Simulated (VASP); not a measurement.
# TaGe3Pd2 (P6/mmm) in VASP: relaxation of cell and atoms with PBE

Aim: the relaxation of cell and atoms of TaGe3Pd2 with PBE.

Everything below comes from runs of VASP 6.6.1. Logs are shortened: lines on timing, memory, paths and dates and some standing lists are left out, and cuts for length are marked.

## Step 1: The cell of the first run

Symmetry: P6/mmm, No. 191, hexagonal system. The conventional cell has a = 4.423 Å, b = 4.423 Å, c = 9.747 Å, α = 90.00°, β = 90.00°, γ = 120.00°. Ta (site symmetry 6/mmm) has 2 Ge at 2.44 Å within 3.2 Å. Ge (site symmetry 6mm) has 1 Ge at 2.43 Å and 1 Ta at 2.44 Å within 3.2 Å. Within 3.2 Å of Ge (site symmetry 6/mmm) lie 2 Ge at 2.43 Å and 6 Pd at 2.55 Å. Pd (site symmetry -6m2) has 9 Ge at 2.55 to 3.53 Å and 3 Pd at 2.55 Å within 3.6 Å.

The cell was built from a structure type or drawn by symmetry, and may not be a known phase.

## Step 2: Relaxation of cell and atoms, PBE

Contents of INCAR:

```
SYSTEM = TaGe3Pd2
  PREC = Accurate
  ENCUT = 600
  EDIFF = 1E-7
  ISMEAR = 0
  SIGMA = 0.1
  LREAL = .False.
  LASPH = .True.
  NELM = 60
  ALGO = Fast
  ISIF = 3
  LWAVE = .False.
  LCHARG = .False.
  GGA = PE
  IBRION = 2
  NSW = 100
  EDIFFG = -0.01
```

Contents of KPOINTS:

```
Automatic mesh
0
Gamma
  12 12 4
  0 0 0
```

Contents of POSCAR:

```
TaGe3Pd2
1.0
    4.4234660125      0.0000000000      0.0000000000
   -2.2117330062      3.8308339396      0.0000000000
    0.0000000000      0.0000000000      9.7468370607
Ta Ge Pd
1 3 2
Direct
    0.0000000000      0.0000000000      0.5000000000
    0.0000000000      0.0000000000      0.7506004728
    0.0000000000      0.0000000000      0.2493995272
    0.0000000000      0.0000000000      0.0000000000
    0.3333333333      0.6666666667      0.0000000000
    0.6666666667      0.3333333333      0.0000000000
```

Potentials or basis: VASP PAW PBE potentials, release 64 (Ta_pv, Ge_d, Pd).

Command:

```sh
$ cat potpaw_PBE.64/Ta_pv/POTCAR potpaw_PBE.64/Ge_d/POTCAR potpaw_PBE.64/Pd/POTCAR > POTCAR
$ mpirun -np 1 vasp_std > vasp.out
```

OUTCAR:

```text
SYSTEM = TaGe3Pd2
   PREC = Accurate
   ENCUT = 600
   EDIFF = 1E-7
   ISMEAR = 0
   LREAL = .False.
   LASPH = .True.
   NELM = 60
   ISIF = 3
   GGA = PE
   IBRION = 2
   NSW = 100
   EDIFFG = -0.01

 ion  position               nearest neighbor table
   1  0.000  0.000  0.500-   2 2.44   3 2.44
   2  0.000  0.000  0.751-   4 2.43   1 2.44
   3  0.000  0.000  0.249-   4 2.43   1 2.44
   4  0.000  0.000  0.000-   2 2.43   3 2.43   5 2.55   6 2.55   5 2.55   6 2.55   6 2.55   5 2.55

   5  0.333  0.667  0.000-   4 2.55   6 2.55   6 2.55   4 2.55   4 2.55   6 2.55
   6  0.667  0.333  0.000-   4 2.55   5 2.55   5 2.55   4 2.55   4 2.55   5 2.55

  LATTYP: Found a hexagonal cell.
 ALAT       =     4.4234660125
 C/A-ratio  =     2.2034388946

  Lattice vectors:

 A1 = (   4.4234660125,   0.0000000000,   0.0000000000)
 A2 = (  -2.2117330062,   3.8308339396,   0.0000000000)
 A3 = (   0.0000000000,   0.0000000000,   9.7468370607)

Analysis of symmetry for initial positions (statically):
=====================================================================
 Subroutine PRICEL returns:
 Original cell was already a primitive cell.

 Routine SETGRP: Setting up the symmetry group for a
 hexagonal supercell.

 Subroutine GETGRP returns: Found 24 space group operations
 (whereof 24 operations were pure point group operations)
 out of a pool of 24 trial point group operations.

The static configuration has the point symmetry D_6h.

Analysis of symmetry for dynamics (positions and initial velocities):
=====================================================================
 Subroutine PRICEL returns:
 Original cell was already a primitive cell.

 Routine SETGRP: Setting up the symmetry group for a
 hexagonal supercell.

 Subroutine GETGRP returns: Found 24 space group operations
 (whereof 24 operations were pure point group operations)
 out of a pool of 24 trial point group operations.

The dynamic configuration has the point symmetry D_6h.

 Subroutine INISYM returns: Found 24 space group operations
 (whereof 24 operations are pure point group operations),
 and found     1 'primitive' translations

----------------------------------------------------------------------------------------

                                     Primitive cell

  volume of cell :     165.1656

  direct lattice vectors                    reciprocal lattice vectors
     4.423466012  0.000000000  0.000000000     0.226067070  0.130519884  0.000000000
    -2.211733006  3.830833940  0.000000000     0.000000000  0.261039767  0.000000000
     0.000000000  0.000000000  9.746837061     0.000000000  0.000000000  0.102597386

  length of vectors
     4.423466012  4.423466012  9.746837061     0.261039767  0.261039767  0.102597386

  position of ions in fractional coordinates (direct lattice)
     0.000000000  0.000000000  0.500000000
     0.000000000  0.000000000  0.750600473
     0.000000000  0.000000000  0.249399527
     0.000000000  0.000000000  0.000000000
     0.333333333  0.666666667  0.000000000
     0.666666667  0.333333333  0.000000000

  ion indices of the primitive-cell ions
   primitive index   ion index
                 1           1
                 2           2
                 3           3
                 4           4
                 5           5
                 6           6

----------------------------------------------------------------------------------------

 KPOINTS: Automatic mesh

Automatic generation of k-mesh.
 Grid dimensions read from file:
 generate k-points for:   12   12    4

 Generating k-lattice:

  Cartesian coordinates                     Fractional coordinates (reciprocal lattice)
     0.018838922  0.010876657  0.000000000     0.083333333 -0.000000000  0.000000000
     0.000000000  0.021753314  0.000000000     0.000000000  0.083333333  0.000000000
     0.000000000  0.000000000  0.025649346     0.000000000  0.000000000  0.250000000

  Length of vectors
     0.021753314  0.021753314  0.025649346

  Shift w.r.t. Gamma in fractional coordinates (k-lattice)
     0.000000000  0.000000000  0.000000000

 Subroutine IBZKPT returns following result:
 ===========================================

 Found     57 irreducible k-points:

 Following reciprocal coordinates:
            Coordinates               Weight
  0.000000  0.000000  0.000000      1.000000
  0.083333  0.000000  0.000000      6.000000
  0.166667  0.000000  0.000000      6.000000
  0.250000  0.000000  0.000000      6.000000
  0.333333  0.000000  0.000000      6.000000
  0.416667  0.000000  0.000000      6.000000
[... 16 lines left out ...]
  0.250000  0.000000  0.250000     12.000000
  0.333333  0.000000  0.250000     12.000000
 [... further k-points ...]
   k-points           NKPTS =     57   k-points in BZ     NKDIM =     57   number of bands    NBANDS=     43
   number of dos      NEDOS =    301   number of ions     NIONS =      6
   total plane-waves  NPLWV = 103680
   dimension x,y,z NGX =    36 NGY =   36 NGZ =   80
   dimension x,y,z NGXF=    72 NGYF=   72 NGZF=  160
   ions per type =               1   3   2
   NGX,Y,Z   is equivalent  to a cutoff of  13.53, 13.53, 13.65 a.u.
   NGXF,Y,Z  is equivalent  to a cutoff of  27.06, 27.06, 27.29 a.u.
 SYSTEM =  TaGe3Pd2
   PREC   = accura    normal or accurate (medium, high low for compatibility)
   ISTART =      0    job   : 0-new  1-cont  2-samecut
   ICHARG =      2    charge: 1-file 2-atom 10-const
   ISPIN  =      1    spin polarized calculation?
   LNONCOLLINEAR =      F non collinear calculations
   LSORBIT =      F    spin-orbit coupling
   LASPH  =      T    aspherical Exc in radial PAW
   ENCUT  =  600.0 eV  44.10 Ry    6.64 a.u.   8.83  8.83 19.47*2*pi/ulx,y,z
   NELM   =     60;   NELMIN=  2; NELMDL= -5     # of ELM steps
   EDIFF  = 0.1E-06   stopping-criterion for ELM
   LREAL  =      F    real-space projection
   EDIFFG = -.1E-01   stopping-criterion for IOM
   NSW    =    100    number of steps for IOM
   IBRION =      2    ionic relax: 0-MD 1-quasi-New 2-CG
   NFREE  =      1    steps in history (QN), initial steepest desc. (CG)
   ISIF   =      3    stress and relaxation
   ISYM   =      2    0-nonsym 1-usesym 2-fastsym
   POTIM  = 0.5000    time-step for ionic-motion
   TEBEG  =    0.0;   TEEND  =   0.0 temperature during run
   PSTRESS=    0.0 pullay stress
   NELECT =      73.0000    total number of electrons
   NUPDOWN=      -1.0000    fix difference up-down
   EMIN   =  10.00;   EMAX   =-10.00  energy-range for DOS
   EFERMI =   0.00;   METHOD = LEGACY
   ISMEAR =     0;   SIGMA  =   0.10  broadening in eV -4-tet -1-fermi 0-gaus
   EFERMI_NEDOS =   21; number of points for ismear=-14 and -15
   IALGO  =     68    algorithm
   IMIX   =      4    mixing-type and parameters
     AMIX     =   0.40;   BMIX     =  1.00
     AMIX_MAG =   1.60;   BMIX_MAG =  1.00
  volume/ion in A,a.u.               =      27.53       185.77
  Fermi-wavevector in a.u.,A,eV,Ry     =   1.247027  2.356539 21.158100  1.555076
  Thomas-Fermi vector in A             =   2.381178
   LORBIT       =      0    0 simple, 1 ext, 2 COOP (PROOUT), +10 PAW based schemes
   GGA     = PE    functional components
   LHFCALC =     F    Hartree Fock is set to
   AEXX    =    0.0000 exact exchange contribution
   IVDW    =     0    specifies the selected vdW correction
   LEPSILON=     F    determine dielectric tensor
   LRPA    =     F    only Hartree local field effects (RPA)
 conjugate gradient relaxation of ions
 non-spin polarized calculation
 RMM-DIIS sequential band-by-band and
 Gauss-broadening in eV      SIGMA  =   0.10
  energy-cutoff  :      600.00
  volume of cell :      165.17
 maximum number of plane-waves:      5568
 NGX is ok and might be reduce to    36
   NGX = 17   NGY = 17   NGZ = 39

--------------------------------------- Ionic step        1  -------------------------------------------

 number of electron      72.9999994 magnetization

 Free energy of the ion-electron system (eV)
  ---------------------------------------------------
  ext. energy  EPLUGINS =         0.00000000
  ---------------------------------------------------
  free energy    TOTEN  =       -28.90282027 eV

  energy without entropy =      -28.87809500  energy(sigma->0) =      -28.89045764

------------------------ aborting loop because EDIFF is reached ----------------------------------------

  FORCE on cell =-STRESS in cart. coord.  units (eV):
  Direction    XX          YY          ZZ          XY          YZ          ZX
  --------------------------------------------------------------------------------------
  -------------------------------------------------------------------------------------
  Total       -0.0073441     -0.0073441     -0.1178568     -0.0000000     -0.0000000      0.0000000
  in kB       -0.0712405     -0.0712405     -1.1432609     -0.0000000     -0.0000000      0.0000000
  external PRESSURE =      -0.4285806 kB  Pullay stress =       0.0000000 kB

 VOLUME and BASIS-vectors are now :
 -----------------------------------------------------------------------------
  energy-cutoff  :      600.00
  volume of cell :      165.17
      direct lattice vectors                 reciprocal lattice vectors
     4.423466012  0.000000000  0.000000000     0.226067070  0.130519884  0.000000000
    -2.211733006  3.830833940  0.000000000     0.000000000  0.261039767  0.000000000
     0.000000000  0.000000000  9.746837061     0.000000000  0.000000000  0.102597386
[... 81 lines left out ...]
 POSITION                                       TOTAL-FORCE (eV/Angst)
 -----------------------------------------------------------------------------------
     -0.00000     -0.00000      4.86892         0.000000     -0.000000      0.000000
     -0.00000     -0.00000      7.30350         0.000000      0.000000     -0.019785
      2.21161      3.83061      2.43435        -0.000000     -0.000000      0.019785
     -0.00000      0.00000      0.00000         0.000000     -0.000000      0.000000
     -0.00000      2.55374      0.00000         0.000000      0.000000      0.000000
      2.21161      1.27687      0.00000        -0.000000      0.000000      0.000000
 -----------------------------------------------------------------------------------
    total drift:                               -0.000000      0.000000      0.000000

  FREE ENERGIE OF THE ION-ELECTRON SYSTEM (eV)
  ---------------------------------------------------
  free  energy   TOTEN  =       -28.9035873299 eV

  energy  without entropy=      -28.8791672265  energy(sigma->0) =      -28.89137728

--------------------------------------- Ionic step        4  -------------------------------------------

 number of electron      72.9999995 magnetization

 Free energy of the ion-electron system (eV)
  ---------------------------------------------------
  ext. energy  EPLUGINS =         0.00000000
  ---------------------------------------------------
  free energy    TOTEN  =       -28.90380154 eV

  energy without entropy =      -28.87929777  energy(sigma->0) =      -28.89154965

 E-fermi :   2.9253     XC(G=0):  -9.3266

 val. band max:        2.9252872850   @ k =   0.2500   0.0000   0.2500
 cond. band min:       2.9275544613   @ k =   0.3333   0.0000   0.5000
 fundamental gap:      0.0022671763
 Fermi energy:         2.9253055162

 k-point     1 :       0.0000    0.0000    0.0000
  band No.  band energies     occupation
      1     -32.2825      2.00000
      2     -32.2825      2.00000
      3     -31.7419      2.00000
      4     -21.7928      2.00000
      5     -21.6395      2.00000
      6     -21.6395      2.00000
[... 1093 lines left out ...]
     42       4.9106      0.00000
     43       5.5590      0.00000

 [... further k-points ...]

------------------------ aborting loop because EDIFF is reached ----------------------------------------

  FORCE on cell =-STRESS in cart. coord.  units (eV):
  Direction    XX          YY          ZZ          XY          YZ          ZX
  --------------------------------------------------------------------------------------
  -------------------------------------------------------------------------------------
  Total       -0.0157954     -0.0157954     -0.0201119     -0.0000000      0.0000000      0.0000000
  in kB       -0.1531880     -0.1531880     -0.1950503     -0.0000000      0.0000000      0.0000000
  external PRESSURE =      -0.1671421 kB  Pullay stress =       0.0000000 kB

 VOLUME and BASIS-vectors are now :
 -----------------------------------------------------------------------------
  energy-cutoff  :      600.00
  volume of cell :      165.20
      direct lattice vectors                 reciprocal lattice vectors
     4.422608058 -0.000000000 -0.000000000     0.226110925  0.130545204  0.000000000
    -2.211304029  3.830090930  0.000000000     0.000000000  0.261090407  0.000000000
    -0.000000000 -0.000000000  9.752795203    -0.000000000 -0.000000000  0.102534707

 POSITION                                       TOTAL-FORCE (eV/Angst)
 -----------------------------------------------------------------------------------
     -2.21130      3.83009      4.87640        -0.000000      0.000000     -0.000000
      2.21130      3.83009      7.31217        -0.000000     -0.000000      0.000110
     -0.00000     -0.00000      2.44063         0.000000      0.000000     -0.000110
     -2.21130      3.83009      0.00000        -0.000000      0.000000     -0.000000
     -0.00000      2.55339      0.00000         0.000000     -0.000000     -0.000000
      2.21130      1.27670      0.00000        -0.000000      0.000000     -0.000000
 -----------------------------------------------------------------------------------
    total drift:                               -0.000000      0.000000      0.000000

  FREE ENERGIE OF THE ION-ELECTRON SYSTEM (eV)
  ---------------------------------------------------
  free  energy   TOTEN  =       -28.9038015400 eV

  energy  without entropy=      -28.8792977667  energy(sigma->0) =      -28.89154965

 reached required accuracy - stopping structural energy minimisation
```

Run time: 52 min. Hardware: 1 thread of Oxide Virtual Turin-like, shared host; peak memory 0.62 GiB.

Results:

```yaml
Free_energy: -28.9038 eV
Relaxed_volume: 27.53 Å³/atom
Relaxed_cell: a = 4.423 Å, b = 4.423 Å, c = 9.753 Å, α = 90.00°, β = 90.00°, γ = 120.00°
Space_group_after_relaxing_to_0.1_Å: P6/mmm (No. 191)
Energy_gained_by_relaxing: 0.2 meV/atom
Ionic_steps: 4
Pressure_after_relaxing: 0.0 GPa
Band_gap_on_the_k_mesh: zero (an odd number of electrons rules out a gap without spin polarisation)
```

Step by step:
```csv
step,energy change (eV),largest force (eV/Å),pressure (GPa),volume (Å³)
1,0.0000,0.1222,-0.04,165.17
2,-0.0008,0.0156,0.08,164.99
3,-0.0008,0.0198,0.06,164.99
4,-0.0010,0.0001,-0.02,165.20
```

Final structure:
```
Ta Ge Pd
1.0
     4.42261    0.00000    0.00000
    -2.21130    3.83009    0.00000
     0.00000    0.00000    9.75280
Ta Ge Pd
1 3 2
Direct
  0.00000 0.00000 0.50000
  0.00000 0.00000 0.74975
  0.00000 0.00000 0.25025
  0.00000 0.00000 0.00000
  0.33333 0.66667 0.00000
  0.66667 0.33333 0.00000
```

Caveat: spin-orbit coupling is left out, which moves the levels of the heavy elements.
